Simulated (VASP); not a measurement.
# WC (P1) in VASP: single point with r2SCAN

Aim: the single point of WC with r2SCAN.

All numbers are computed with VASP 6.6.1; they aren't measurements. Logs are shortened: lines on timing, memory, paths and dates and some standing lists are left out, and cuts for length are marked.

## (1) The cell of the first run

The typed cell holds 2 atoms: a = 3.086 Å, b = 3.086 Å, c = 3.086 Å, α = 60.00°, β = 60.00°, γ = 60.00°.

## (2) Single point, r2SCAN (all W atoms moved 0.8 Å in one direction)

The input, POSCAR:

```
WC
1.0
    0.0000000000      2.1824154782      2.1824154782
    2.1824154782      0.0000000000      2.1824154782
    2.1824154782      2.1824154782      0.0000000000
W C
1 1
Direct
   -0.0483285570      0.0820524806     -0.1263055668
    0.5483285570      0.4179475194      0.6263055668
```

The input, INCAR.step1:

```
PREC = Accurate ; ENCUT = 520
ISMEAR = 0 ; SIGMA = 0.15
LREAL = F ; LASPH = T
NELM = 80 ; NBANDS = 16
GGA = PE ; ALGO = Normal
EDIFF = 1E-4 ; LWAVE = T
LCHARG = F
```

The input, INCAR.step2:

```
PREC = Accurate ; ENCUT = 520
EDIFF = 1E-6 ; ISMEAR = 0
SIGMA = 0.15 ; LREAL = F
LASPH = T ; NELM = 80
ALGO = Normal ; ISIF = 2
LWAVE = F ; LCHARG = F
METAGGA = R2SCAN ; LMIXTAU = T
NBANDS = 16 ; ISTART = 1
```

The input, KPOINTS:

```
regular mesh
0
Gamma
  14 14 14
```

Potentials or basis: VASP PAW PBE potentials, release 64 (W_sv, C).

The run is started by

```console
cat potpaw_PBE.64/W_sv/POTCAR potpaw_PBE.64/C/POTCAR > POTCAR
cp INCAR.step1 INCAR
mpirun -np 1 vasp_std > vasp.out
cp INCAR.step2 INCAR
mpirun -np 1 vasp_std > vasp.out
```

OUTCAR:

```text
PREC = Accurate
   ENCUT = 520
   EDIFF = 1E-6
   ISMEAR = 0
   LREAL = F
   LASPH = T
   NELM = 80
   ISIF = 2
   METAGGA = R2SCAN
   ISTART = 1

 ion  position               nearest neighbor table
   1  0.952  0.082  0.874-   2 1.44   2 2.14   2 2.18   2 2.46   2 2.50
   2  0.548  0.418  0.626-   1 1.44   1 2.14   1 2.18   1 2.46   1 2.50

  LATTYP: Found a face centered cubic cell.
 ALAT       =     4.3648309564

  Lattice vectors:

 A1 = (   0.0000000000,   2.1824154782,   2.1824154782)
 A2 = (   2.1824154782,   0.0000000000,   2.1824154782)
 A3 = (   2.1824154782,   2.1824154782,   0.0000000000)

Analysis of symmetry for initial positions (statically):
=====================================================================
 Subroutine PRICEL returns:
 Original cell was already a primitive cell.

 Routine SETGRP: Setting up the symmetry group for a
 face centered cubic supercell.

 Subroutine GETGRP returns: Found  1 space group operations
 (whereof  1 operations were pure point group operations)
 out of a pool of 48 trial point group operations.

The static configuration has the point symmetry C_1 .

Analysis of symmetry for dynamics (positions and initial velocities):
=====================================================================
 Subroutine PRICEL returns:
 Original cell was already a primitive cell.

 Routine SETGRP: Setting up the symmetry group for a
 face centered cubic supercell.

 Subroutine GETGRP returns: Found  1 space group operations
 (whereof  1 operations were pure point group operations)
 out of a pool of 48 trial point group operations.

The dynamic configuration has the point symmetry C_1 .

 Subroutine INISYM returns: Found  1 space group operations
 (whereof  1 operations are pure point group operations),
 and found     1 'primitive' translations

----------------------------------------------------------------------------------------

                                     Primitive cell

  volume of cell :      20.7894

  direct lattice vectors                    reciprocal lattice vectors
     0.000000000  2.182415478  2.182415478    -0.229103947  0.229103947  0.229103947
     2.182415478  0.000000000  2.182415478     0.229103947 -0.229103947  0.229103947
     2.182415478  2.182415478  0.000000000     0.229103947  0.229103947 -0.229103947

  length of vectors
     3.086401568  3.086401568  3.086401568     0.396819676  0.396819676  0.396819676

  position of ions in fractional coordinates (direct lattice)
     0.951671443  0.082052481  0.873694433
     0.548328557  0.417947519  0.626305567

  ion indices of the primitive-cell ions
   primitive index   ion index
                 1           1
                 2           2

----------------------------------------------------------------------------------------

 KPOINTS: regular mesh

Automatic generation of k-mesh.
 Grid dimensions read from file:
 generate k-points for:   14   14   14

 Generating k-lattice:

  Cartesian coordinates                     Fractional coordinates (reciprocal lattice)
    -0.016364568  0.016364568  0.016364568     0.071428571  0.000000000  0.000000000
     0.016364568 -0.016364568  0.016364568     0.000000000  0.071428571  0.000000000
     0.016364568  0.016364568 -0.016364568     0.000000000  0.000000000  0.071428571

  Length of vectors
     0.028344263  0.028344263  0.028344263

  Shift w.r.t. Gamma in fractional coordinates (k-lattice)
     0.000000000  0.000000000  0.000000000

 Subroutine IBZKPT returns following result:
 ===========================================

 Found   1376 irreducible k-points:

 Following reciprocal coordinates:
            Coordinates               Weight
  0.000000  0.000000  0.000000      1.000000
  0.071429  0.000000  0.000000      2.000000
  0.000000  0.071429  0.000000      2.000000
  0.000000  0.000000  0.071429      2.000000
  0.071429  0.071429  0.071429      2.000000
  0.142857  0.000000  0.000000      2.000000
[... 16 lines left out ...]
  0.000000  0.428571  0.000000      2.000000
  0.000000  0.000000  0.428571      2.000000
 [... further k-points ...]
   k-points           NKPTS =   1376   k-points in BZ     NKDIM =   1376   number of bands    NBANDS=     16
   number of dos      NEDOS =    301   number of ions     NIONS =      2
   total plane-waves  NPLWV =  13824
   dimension x,y,z NGX =    24 NGY =   24 NGZ =   24
   dimension x,y,z NGXF=    48 NGYF=   48 NGZF=   48
   ions per type =               1   1
   NGX,Y,Z   is equivalent  to a cutoff of  12.93, 12.93, 12.93 a.u.
   NGXF,Y,Z  is equivalent  to a cutoff of  25.85, 25.85, 25.85 a.u.
 SYSTEM =  unknown system
   PREC   = accura    normal or accurate (medium, high low for compatibility)
   ISTART =      1    job   : 0-new  1-cont  2-samecut
   ICHARG =      0    charge: 1-file 2-atom 10-const
   ISPIN  =      1    spin polarized calculation?
   LNONCOLLINEAR =      F non collinear calculations
   LSORBIT =      F    spin-orbit coupling
   LASPH  =      T    aspherical Exc in radial PAW
   ENCUT  =  520.0 eV  38.22 Ry    6.18 a.u.   5.74  5.74  5.74*2*pi/ulx,y,z
   NELM   =     80;   NELMIN=  2; NELMDL=  0     # of ELM steps
   EDIFF  = 0.1E-05   stopping-criterion for ELM
   LREAL  =      F    real-space projection
   EDIFFG = 0.1E-04   stopping-criterion for IOM
   NSW    =      0    number of steps for IOM
   IBRION =     -1    ionic relax: 0-MD 1-quasi-New 2-CG
   NFREE  =      0    steps in history (QN), initial steepest desc. (CG)
   ISIF   =      2    stress and relaxation
   ISYM   =      2    0-nonsym 1-usesym 2-fastsym
   POTIM  = 0.5000    time-step for ionic-motion
   TEBEG  =    0.0;   TEEND  =   0.0 temperature during run
   PSTRESS=    0.0 pullay stress
   NELECT =      18.0000    total number of electrons
   NUPDOWN=      -1.0000    fix difference up-down
   EMIN   =  10.00;   EMAX   =-10.00  energy-range for DOS
   EFERMI =   0.00;   METHOD = LEGACY
   ISMEAR =     0;   SIGMA  =   0.15  broadening in eV -4-tet -1-fermi 0-gaus
   EFERMI_NEDOS =   21; number of points for ismear=-14 and -15
   IALGO  =     38    algorithm
   IMIX   =      4    mixing-type and parameters
     AMIX     =   0.40;   BMIX     =  1.00
     AMIX_MAG =   1.60;   BMIX_MAG =  1.00
  volume/ion in A,a.u.               =      10.39        70.15
  Fermi-wavevector in a.u.,A,eV,Ry     =   1.560336  2.948608 33.125419  2.434650
  Thomas-Fermi vector in A             =   2.663563
   LORBIT       =      0    0 simple, 1 ext, 2 COOP (PROOUT), +10 PAW based schemes
   METAGGA = R2SCAN    functional components
   LHFCALC =     F    Hartree Fock is set to
   AEXX    =    0.0000 exact exchange contribution
   IVDW    =     0    specifies the selected vdW correction
   LEPSILON=     F    determine dielectric tensor
   LRPA    =     F    only Hartree local field effects (RPA)
 non-spin polarized calculation
 Gauss-broadening in eV      SIGMA  =   0.15
  energy-cutoff  :      520.00
  volume of cell :       20.79
 maximum number of plane-waves:       568
   NGX = 11   NGY = 11   NGZ = 11

 number of electron      18.0000000 magnetization

 Free energy of the ion-electron system (eV)
  ---------------------------------------------------
  ext. energy  EPLUGINS =         0.00000000
  ---------------------------------------------------
  free energy    TOTEN  =       -53.34836664 eV

  energy without entropy =      -53.33791543  energy(sigma->0) =      -53.34314104

 E-fermi :  11.9176     XC(G=0): -14.5503

 val. band max:       11.9168498073   @ k =   0.2143   0.2143  -0.4286
 cond. band min:      11.9216312533   @ k =   0.4286   0.2143  -0.2857
 fundamental gap:      0.0047814460
 Fermi energy:        11.9175975949

 k-point     1 :       0.0000    0.0000    0.0000
  band No.  band energies     occupation
      1     -64.4238      2.00000
      2     -29.3364      2.00000
      3     -27.6780      2.00000
      4     -27.6332      2.00000
      5      -3.6699      2.00000
      6       4.6834      2.00000
[... 8 lines left out ...]
     15      22.9543      0.00000
     16      33.1326      0.00000

 k-point     2 :       0.0714    0.0000    0.0000
  band No.  band energies     occupation
      1     -64.4213      2.00000
      2     -29.3587      2.00000
      3     -27.6847      2.00000
      4     -27.6539      2.00000
      5      -3.5013      2.00000
      6       4.7882      2.00000
[... 8 lines left out ...]
     15      23.4799      0.00000
     16      32.3420      0.00000

 k-point     3 :       0.0000    0.0714    0.0000
  band No.  band energies     occupation
      1     -64.4214      2.00000
      2     -29.3531      2.00000
      3     -27.7033      2.00000
      4     -27.6386      2.00000
      5      -3.5162      2.00000
      6       4.6050      2.00000
[... 8 lines left out ...]
     15      23.3255      0.00000
     16      32.2972      0.00000

 k-point     4 :       0.0000    0.0000    0.0714
  band No.  band energies     occupation
      1     -64.4215      2.00000
      2     -29.3468      2.00000
      3     -27.6827      2.00000
      4     -27.6614      2.00000
      5      -3.5406      2.00000
      6       4.6852      2.00000
[... 8 lines left out ...]
     15      23.3428      0.00000
     16      32.9051      0.00000

 k-point     5 :       0.0714    0.0714    0.0714
  band No.  band energies     occupation
      1     -64.4214      2.00000
      2     -29.3515      2.00000
      3     -27.7044      2.00000
      4     -27.6383      2.00000
      5      -3.5225      2.00000
      6       4.5870      2.00000
[... 8 lines left out ...]
     15      23.3406      0.00000
     16      32.3702      0.00000

 k-point     6 :       0.1429    0.0000    0.0000
  band No.  band energies     occupation
      1     -64.4146      2.00000
      2     -29.4222      2.00000
      3     -27.7098      2.00000
      4     -27.7030      2.00000
      5      -3.0151      2.00000
      6       4.8095      2.00000
[... 8 lines left out ...]
     15      24.1879      0.00000
     16      30.7487      0.00000

 k-point     7 :       0.0000    0.1429    0.0000
  band No.  band energies     occupation
      1     -64.4148      2.00000
      2     -29.4008      2.00000
      3     -27.7718      2.00000
      4     -27.6537      2.00000
      5      -3.0767      2.00000
      6       4.3809      2.00000
[... 8 lines left out ...]
     15      24.1263      0.00000
     16      30.8230      0.00000

 k-point     8 :       0.0000    0.0000    0.1429
  band No.  band energies     occupation
      1     -64.4151      2.00000
      2     -29.3768      2.00000
      3     -27.7390      2.00000
      4     -27.6953      2.00000
      5      -3.1742      2.00000
      6       4.6538      2.00000
[... 8 lines left out ...]
     15      24.2746      0.00000
     16      31.5723      0.00000

 k-point     9 :       0.1429    0.1429    0.1429
  band No.  band energies     occupation
      1     -64.4148      2.00000
      2     -29.3947      2.00000
      3     -27.7760      2.00000
      4     -27.6526      2.00000
      5      -3.1022      2.00000
      6       4.3497      2.00000
[... 8 lines left out ...]
     15      24.2233      0.00000
     16      30.8798      0.00000
[... 172 lines left out ...]
 k-point    19 :       0.0000    0.3571    0.0000
  band No.  band energies     occupation
      1     -64.3849      2.00000
      2     -29.6354      2.00000
      3     -28.0395      2.00000
      4     -27.7209      2.00000
      5      -0.8897      2.00000
      6       3.3233      2.00000
[... 8 lines left out ...]
     15      25.6208      0.00000
     16      29.7594      0.00000

 k-point    20 :       0.0000    0.0000    0.3571
  band No.  band energies     occupation
      1     -64.3864      2.00000
      2     -29.5268      2.00000
      3     -28.0543      2.00000
      4     -27.7528      2.00000
      5      -1.4563      2.00000
      6       3.8143      2.00000
[... 8 lines left out ...]
     15      26.0623      0.00000
     16      28.8566      0.00000

 k-point    21 :       0.3571    0.3571    0.3571
  band No.  band energies     occupation
      1     -64.3851      2.00000
      2     -29.6090      2.00000
      3     -28.0578      2.00000
      4     -27.7169      2.00000
      5      -1.0585      2.00000
      6       3.4031      2.00000
[... 8 lines left out ...]
     15      25.6305      0.00000
     16      29.6851      0.00000

 k-point    22 :       0.4286    0.0000    0.0000
  band No.  band energies     occupation
      1     -64.3772      2.00000
      2     -29.7935      2.00000
      3     -27.9618      2.00000
      4     -27.8045      2.00000
      5       0.4175      2.00000
      6       2.6912      2.00000
[... 8 lines left out ...]
     15      26.3672      0.00000
     16      30.7633      0.00000

 k-point    23 :       0.0000    0.4286    0.0000
  band No.  band energies     occupation
      1     -64.3782      2.00000
      2     -29.6918      2.00000
      3     -28.0909      2.00000
      4     -27.7358      2.00000
      5      -0.3353      2.00000
      6       3.0713      2.00000
[... 8 lines left out ...]
     15      25.5655      0.00000
     16      30.0728      0.00000

 k-point    24 :       0.0000    0.0000    0.4286
  band No.  band energies     occupation
      1     -64.3800      2.00000
      2     -29.5640      2.00000
      3     -28.1172      2.00000
      4     -27.7654      2.00000
      5      -1.0639      2.00000
      6       3.6709      2.00000
[... 8 lines left out ...]
     15      25.5218      0.00000
     16      28.8673      0.00000

 [... further k-points ...]

------------------------ aborting loop because EDIFF is reached ----------------------------------------

  FORCE on cell =-STRESS in cart. coord.  units (eV):
  Direction    XX          YY          ZZ          XY          YZ          ZX
  --------------------------------------------------------------------------------------
  -------------------------------------------------------------------------------------
  Total        3.0680400     54.5360648      2.1290157     -7.7964607      5.8033255     -0.3532934
  in kB      236.4445452   4202.9292977    164.0767924   -600.8496050    447.2447140    -27.2272522
  external PRESSURE =    1534.4835451 kB  Pullay stress =       0.0000000 kB

 VOLUME and BASIS-vectors are now :
 -----------------------------------------------------------------------------
  energy-cutoff  :      520.00
  volume of cell :       20.79
      direct lattice vectors                 reciprocal lattice vectors
     0.000000000  2.182415478  2.182415478    -0.229103947  0.229103947  0.229103947
     2.182415478  0.000000000  2.182415478     0.229103947 -0.229103947  0.229103947
     2.182415478  2.182415478  0.000000000     0.229103947  0.229103947 -0.229103947

 POSITION                                       TOTAL-FORCE (eV/Angst)
 -----------------------------------------------------------------------------------
      2.08584      3.98371      2.25602        -3.198517     36.413984      2.500407
      2.27899      2.56354      2.10882         3.198517    -36.413984     -2.500407
 -----------------------------------------------------------------------------------
    total drift:                               -0.000065     -0.002114     -0.000038

  FREE ENERGIE OF THE ION-ELECTRON SYSTEM (eV)
  ---------------------------------------------------
  free  energy   TOTEN  =       -53.3483666413 eV

  energy  without entropy=      -53.3379154350  energy(sigma->0) =      -53.34314104
```

Wall time 18 min (1 thread of AMD EPYC 9R14 (Zen 4), shared host); peak memory 0.49 GiB.

Results:

- Free energy: -53.3484 eV
- Pressure: 153.4 GPa
- Largest force: 36.640 eV/Å
- Band gap on the k mesh: zero (bands 9 and 10 overlap by 4.51 eV)

Forces on the atoms (eV/Å):
```
W    -3.199  36.414   2.500
C     3.199 -36.414  -2.500
```

Stress tensor (GPa, compression positive):
```
 23.64 -60.08  -2.72
-60.08 420.29  44.72
 -2.72  44.72  16.41
```

Caveat: the cell differs from its parent crystal (all W atoms moved 0.8 Å in one direction); atoms lie so close that the PAW spheres overlap strongly, which falsifies energies and pressures; the stress differs along the axes, from 16 to 420 GPa; the PAW data sets were made with another functional, which shifts forces and pressure a little; spin-orbit coupling is left out, which moves the levels of the heavy elements.
